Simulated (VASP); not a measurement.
# Bi2Te3 (Tellurobismuthite) (R-3m) in VASP: notebook, part 2 of 2

VASP 6.6.1. Earlier steps stand in the parts before.

## (4) Single point, PBEsol

This run uses another cell than the first one, of 33.60 Å³/atom, 0.992 times its volume.

Contents of INCAR:

```
PREC     = Accurate       # precision mode
ENCUT    = 520            # plane-wave cutoff, eV
EDIFF    = 1E-7           # SCF threshold, eV
ISMEAR   = 0              # smearing method
SIGMA    = 0.01           # smearing width, eV
LREAL    = False          # projectors in reciprocal space
LASPH    = True           # aspherical terms in the spheres
NELM     = 100            # most SCF steps
ALGO     = Normal         # electronic algorithm
ISIF     = 2              # what is computed and relaxed
LWAVE    = False          # write WAVECAR
LCHARG   = False          # write CHGCAR
GGA      = PS             # functional
NBANDS   = 32             # bands
```

Contents of KPOINTS:

```
regular mesh
0
Gamma
  6 6 6
```

Contents of POSCAR:

```
Bi2Te3
1.0
    2.1908364022      1.2648799865     10.1028651319
   -2.1908364022      1.2648799865     10.1028651319
    0.0000000000     -2.5297599731     10.1028651319
Bi Te
2 3
Direct
    0.3998550986      0.3998550986      0.3998550986
    0.6001449014      0.6001449014      0.6001449014
    0.0000000000      0.0000000000      0.0000000000
    0.2099734953      0.2099734953      0.2099734953
    0.7900265047      0.7900265047      0.7900265047
```

Potentials or basis: VASP PAW PBE potentials, release 64 (Bi_d, Te).

The run is started by

```console
$ cat potpaw_PBE.64/Bi_d/POTCAR potpaw_PBE.64/Te/POTCAR > POTCAR
$ mpirun -np 1 vasp_std > vasp.out
```

OUTCAR:

```text
PREC = Accurate
   ENCUT = 520
   EDIFF = 1E-7
   ISMEAR = 0
   LREAL = False
   LASPH = True
   NELM = 100
   ISIF = 2
   GGA = PS

 ion  position               nearest neighbor table
   1  0.400  0.400  0.400-   5 3.06   5 3.06   5 3.06   3 3.23   3 3.23   3 3.23
   2  0.600  0.600  0.600-   4 3.06   4 3.06   4 3.06   3 3.23   3 3.23   3 3.23
   3  0.000  0.000  0.000-   2 3.23   1 3.23   2 3.23   2 3.23   1 3.23   1 3.23
   4  0.210  0.210  0.210-   2 3.06   2 3.06   2 3.06   5 3.65   5 3.65   5 3.65
   5  0.790  0.790  0.790-   1 3.06   1 3.06   1 3.06   4 3.65   4 3.65   4 3.65

  LATTYP: Found a trigonal (rhomboedric) cell.
 ALAT       =    10.4147764928
 COS(alpha) =     0.9114986319

  Lattice vectors:

 A1 = (   2.1908364022,   1.2648799865,  10.1028651319)
 A2 = (  -2.1908364022,   1.2648799865,  10.1028651319)
 A3 = (   0.0000000000,  -2.5297599731,  10.1028651319)

Analysis of symmetry for initial positions (statically):
=====================================================================
 Subroutine PRICEL returns:
 Original cell was already a primitive cell.

 Routine SETGRP: Setting up the symmetry group for a
 trigonal (rhombohedral) supercell.

 Subroutine GETGRP returns: Found 12 space group operations
 (whereof 12 operations were pure point group operations)
 out of a pool of 12 trial point group operations.

The static configuration has the point symmetry D_3d.

Analysis of symmetry for dynamics (positions and initial velocities):
=====================================================================
 Subroutine PRICEL returns:
 Original cell was already a primitive cell.

 Routine SETGRP: Setting up the symmetry group for a
 trigonal (rhombohedral) supercell.

 Subroutine GETGRP returns: Found 12 space group operations
 (whereof 12 operations were pure point group operations)
 out of a pool of 12 trial point group operations.

The dynamic configuration has the point symmetry D_3d.

 Subroutine INISYM returns: Found 12 space group operations
 (whereof 12 operations are pure point group operations),
 and found     1 'primitive' translations

----------------------------------------------------------------------------------------

                                     Primitive cell

  volume of cell :     167.9790

  direct lattice vectors                    reciprocal lattice vectors
     2.190836402  1.264879986 10.102865132     0.228223339  0.131764806  0.032993941
    -2.190836402  1.264879986 10.102865132    -0.228223339  0.131764806  0.032993941
     0.000000000 -2.529759973 10.102865132     0.000000000 -0.263529613  0.032993941

  length of vectors
    10.414776493 10.414776493 10.414776493     0.265587005  0.265587005  0.265587005

  position of ions in fractional coordinates (direct lattice)
     0.399855099  0.399855099  0.399855099
     0.600144901  0.600144901  0.600144901
     0.000000000  0.000000000  0.000000000
     0.209973495  0.209973495  0.209973495
     0.790026505  0.790026505  0.790026505

  ion indices of the primitive-cell ions
   primitive index   ion index
                 1           1
                 2           2
                 3           3
                 4           4
                 5           5

----------------------------------------------------------------------------------------

 KPOINTS: regular mesh

Automatic generation of k-mesh.
 Grid dimensions read from file:
 generate k-points for:    6    6    6

 Generating k-lattice:

  Cartesian coordinates                     Fractional coordinates (reciprocal lattice)
     0.038037223  0.021960801  0.005498990     0.166666667  0.000000000 -0.000000000
    -0.038037223  0.021960801  0.005498990     0.000000000  0.166666667 -0.000000000
     0.000000000 -0.043921602  0.005498990     0.000000000  0.000000000  0.166666667

  Length of vectors
     0.044264501  0.044264501  0.044264501

  Shift w.r.t. Gamma in fractional coordinates (k-lattice)
     0.000000000  0.000000000  0.000000000

 Subroutine IBZKPT returns following result:
 ===========================================

 Found     32 irreducible k-points:

 Following reciprocal coordinates:
            Coordinates               Weight
  0.000000  0.000000  0.000000      1.000000
  0.166667  0.000000  0.000000      6.000000
  0.333333 -0.000000  0.000000      6.000000
  0.500000  0.000000 -0.000000      3.000000
  0.166667  0.166667  0.000000      6.000000
  0.333333  0.166667 -0.000000     12.000000
[... 16 lines left out ...]
  0.500000  0.500000  0.166667      6.000000
 -0.333333  0.500000  0.166667     12.000000
 [... further k-points ...]
   k-points           NKPTS =     32   k-points in BZ     NKDIM =     32   number of bands    NBANDS=     32
   number of dos      NEDOS =    301   number of ions     NIONS =      5
   total plane-waves  NPLWV = 512000
   dimension x,y,z NGX =    80 NGY =   80 NGZ =   80
   dimension x,y,z NGXF=   160 NGYF=  160 NGZF=  160
   ions per type =               2   3
   NGX,Y,Z   is equivalent  to a cutoff of  12.77, 12.77, 12.77 a.u.
   NGXF,Y,Z  is equivalent  to a cutoff of  25.54, 25.54, 25.54 a.u.
 SYSTEM =  unknown system
   PREC   = accura    normal or accurate (medium, high low for compatibility)
   ISTART =      0    job   : 0-new  1-cont  2-samecut
   ICHARG =      2    charge: 1-file 2-atom 10-const
   ISPIN  =      1    spin polarized calculation?
   LNONCOLLINEAR =      F non collinear calculations
   LSORBIT =      F    spin-orbit coupling
   LASPH  =      T    aspherical Exc in radial PAW
   ENCUT  =  520.0 eV  38.22 Ry    6.18 a.u.  19.36 19.36 19.36*2*pi/ulx,y,z
   NELM   =    100;   NELMIN=  2; NELMDL= -5     # of ELM steps
   EDIFF  = 0.1E-06   stopping-criterion for ELM
   LREAL  =      F    real-space projection
   EDIFFG = 0.1E-05   stopping-criterion for IOM
   NSW    =      0    number of steps for IOM
   IBRION =     -1    ionic relax: 0-MD 1-quasi-New 2-CG
   NFREE  =      0    steps in history (QN), initial steepest desc. (CG)
   ISIF   =      2    stress and relaxation
   ISYM   =      2    0-nonsym 1-usesym 2-fastsym
   POTIM  = 0.5000    time-step for ionic-motion
   TEBEG  =    0.0;   TEEND  =   0.0 temperature during run
   PSTRESS=    0.0 pullay stress
   NELECT =      48.0000    total number of electrons
   NUPDOWN=      -1.0000    fix difference up-down
   EMIN   =  10.00;   EMAX   =-10.00  energy-range for DOS
   EFERMI =   0.00;   METHOD = LEGACY
   ISMEAR =     0;   SIGMA  =   0.01  broadening in eV -4-tet -1-fermi 0-gaus
   EFERMI_NEDOS =   21; number of points for ismear=-14 and -15
   IALGO  =     38    algorithm
   IMIX   =      4    mixing-type and parameters
     AMIX     =   0.40;   BMIX     =  1.00
     AMIX_MAG =   1.60;   BMIX_MAG =  1.00
  volume/ion in A,a.u.               =      33.60       226.72
  Fermi-wavevector in a.u.,A,eV,Ry     =   1.078293  2.037679 15.819716  1.162716
  Thomas-Fermi vector in A             =   2.214228
   LORBIT       =      0    0 simple, 1 ext, 2 COOP (PROOUT), +10 PAW based schemes
   GGA     = PS    functional components
   LHFCALC =     F    Hartree Fock is set to
   AEXX    =    0.0000 exact exchange contribution
   IVDW    =     0    specifies the selected vdW correction
   LEPSILON=     F    determine dielectric tensor
   LRPA    =     F    only Hartree local field effects (RPA)
 non-spin polarized calculation
 Gauss-broadening in eV      SIGMA  =   0.01
  energy-cutoff  :      520.00
  volume of cell :      167.98
 maximum number of plane-waves:      4554
 NGX is ok and might be reduce to    80
   NGX = 39   NGY = 39   NGZ = 39

 number of electron      48.0000006 magnetization

 Free energy of the ion-electron system (eV)
  ---------------------------------------------------
  ext. energy  EPLUGINS =         0.00000000
  ---------------------------------------------------
  free energy    TOTEN  =       -20.29614360 eV

  energy without entropy =      -20.29614360  energy(sigma->0) =      -20.29614360

 E-fermi :   6.2182     XC(G=0):  -9.5247

 val. band max:        6.1554116974   @ k =   0.0000   0.0000   0.0000
 cond. band min:       6.3622838753   @ k =   0.0000   0.0000   0.0000
 fundamental gap:      0.2068721779
 Fermi energy:         6.2181811263

 k-point     1 :       0.0000    0.0000    0.0000
  band No.  band energies     occupation
      1     -16.9572      2.00000
      2     -16.9572      2.00000
      3     -16.9555      2.00000
      4     -16.9555      2.00000
      5     -16.9463      2.00000
      6     -16.9449      2.00000
[... 829 lines left out ...]
     31      10.9225      0.00000
     32      11.4055      0.00000

 [... further k-points ...]
[... 5 lines left out ...]
  --------------------------------------------------------------------------------------
  -------------------------------------------------------------------------------------
  Total       -0.0024575     -0.0024575      0.0175191      0.0000000     -0.0000000      0.0000000
  in kB       -0.0234396     -0.0234396      0.1670961      0.0000000     -0.0000000      0.0000000
  external PRESSURE =       0.0400723 kB  Pullay stress =       0.0000000 kB

 VOLUME and BASIS-vectors are now :
 -----------------------------------------------------------------------------
  energy-cutoff  :      520.00
  volume of cell :      167.98
      direct lattice vectors                 reciprocal lattice vectors
     2.190836402  1.264879986 10.102865132     0.228223339  0.131764806  0.032993941
    -2.190836402  1.264879986 10.102865132    -0.228223339  0.131764806  0.032993941
     0.000000000 -2.529759973 10.102865132     0.000000000 -0.263529613  0.032993941

 POSITION                                       TOTAL-FORCE (eV/Angst)
 -----------------------------------------------------------------------------------
      0.00000     -0.00000     12.11905         0.000000      0.000000     -0.028501
      0.00000     -0.00000     18.18955         0.000000     -0.000000      0.028501
      0.00000      0.00000      0.00000         0.000000      0.000000      0.000000
      0.00000     -0.00000      6.36400         0.000000      0.000000     -0.032013
      0.00000     -0.00000     23.94459         0.000000     -0.000000      0.032013
 -----------------------------------------------------------------------------------
    total drift:                               -0.000000     -0.000000      0.000000

  FREE ENERGIE OF THE ION-ELECTRON SYSTEM (eV)
  ---------------------------------------------------
  free  energy   TOTEN  =       -20.2961435979 eV

  energy  without entropy=      -20.2961435979  energy(sigma->0) =      -20.29614360
```

It took 21 min on 1 thread of AMD EPYC 7R43 (Zen 3), shared host; peak memory 0.91 GiB.

What came out:

```yaml
Free_energy: -20.2961 eV
Pressure: 0.0 GPa
Largest_force: 0.032 eV/Å
Band_gap_on_the_k_mesh: 0.21 eV, direct
```

Forces in eV/Å, atoms in the order of the input:
```
Bi   0.000  0.000 -0.029
Bi   0.000  0.000  0.029
Te   0.000  0.000  0.000
Te   0.000  0.000 -0.032
Te   0.000  0.000  0.032
```

Levels at points of the mesh, in eV from the valence-band top:
```tsv
k point	band 20	band 21	band 22	band 23	band 24	band 25	band 26	band 27	band 28	band 29
(0.00, 0.00, 0.00)	-1.73	-1.73	-0.89	-0.89	0.00	0.21	0.63	0.63	1.91	2.12
(0.50, 0.00, 0.00)	-3.22	-2.95	-2.41	-0.92	-0.51	0.54	1.08	2.73	2.81	3.24
(0.50, 0.50, 0.00)	-2.41	-2.02	-1.83	-1.55	-0.93	0.89	1.46	2.09	2.66	2.78
(0.50, 0.50, 0.50)	-1.46	-1.46	-1.17	-1.17	-0.43	0.76	1.12	1.12	1.65	1.65
```

Caveat: the PAW data sets were made with another functional, which shifts forces and pressure a little; spin-orbit coupling is left out, which moves the levels of the heavy elements.

## (5) Summary

| cell | k mesh | smearing | gap on the mesh (eV) | pressure (GPa) | largest force (eV/Å) |
| --- | --- | --- | --- | --- | --- |
| a = 10.476 Å, angles 24.2°, 5 atoms | 6 × 6 × 6 | gaussian 0.1 eV | 0.23 | -0.6 | 0.09 |
| a = 10.415 Å, angles 24.3°, 5 atoms | 9 × 9 × 9 | gaussian 0.01 eV | 0.20 | 0.0 | 0.02 |
| a = 10.415 Å, angles 24.3°, 5 atoms | 6 × 6 × 6 | gaussian 0.01 eV | 0.21 | 0.0 | 0.03 |

Alike in all rows: task single point; level PBEsol; potentials or basis VASP PAW PBE potentials, release 64 (Bi_d, Te); no spin polarisation; cutoff (eV) 520.

Caveats: the PAW data sets were made with another functional, which shifts forces and pressure a little; spin-orbit coupling is left out, which moves the levels of the heavy elements.

Total energies depend on the potentials used, so only differences within one code and one set of settings carry meaning.

## (6) How close it comes

Step 2. A measured gap of Bi2Te3 is 0.17 eV (quoted in “Vacancy and Antisite-Induced Ferromagnetism in Liquid-Phase Exfoliated Bi2Te3”, 2024, arxiv:2412.10539); the calculated 0.23 eV misses it by +0.06 eV. Spin-orbit coupling on Bi, Te is left out. The value is that of PBEsol on a finite k mesh, which can miss the band edges, without temperature or zero-point motion.

Step 3. Measured gap of Bi2Te3: 0.17 eV (quoted in “Vacancy and Antisite-Induced Ferromagnetism in Liquid-Phase Exfoliated Bi2Te3”, 2024, arxiv:2412.10539). This calculation gives 0.20 eV (+0.03 eV). Spin-orbit coupling on Bi, Te is left out. The value is that of PBEsol on a finite k mesh, which can miss the band edges, without temperature or zero-point motion.

Step 4. Against the measured gap of Bi2Te3, 0.17 eV (quoted in “Vacancy and Antisite-Induced Ferromagnetism in Liquid-Phase Exfoliated Bi2Te3”, 2024, arxiv:2412.10539), the calculated 0.21 eV is off by +0.04 eV. Spin-orbit coupling on Bi, Te is left out. The value is that of PBEsol on a finite k mesh, which can miss the band edges, without temperature or zero-point motion.
